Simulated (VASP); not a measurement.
Here is a VASP 6.6.1 calculation.

File INCAR:

```
PREC = Accurate
ENCUT = 520
EDIFF = 1E-7
ISMEAR = -1
SIGMA = 0.05
LREAL = False
LASPH = True
NELM = 60
ALGO = Normal
ISIF = 2
LWAVE = False
LCHARG = True
LELF = True
LVHAR = True
NBANDS = 8
```

The input KPOINTS:

```
Automatic mesh
0
Gamma
  11 11 11
```

Contents of POSCAR:

```
Al
1.0
    0.0000000000      2.0645171409      2.0645171409
    2.0645171409      0.0000000000      2.0645171409
    2.0645171409      2.0645171409      0.0000000000
Al
1
Direct
    0.0000000000      0.0000000000      0.0000000000
```

Potentials or basis: VASP PAW LDA potentials, release 64 (Al).

The run is started by

```sh
$ cat potpaw_LDA.64/Al/POTCAR > POTCAR
$ mpirun -np 1 vasp_std > vasp.out
```

(1) Predict the pressure.

## Answers

(1) -7.1 GPa.
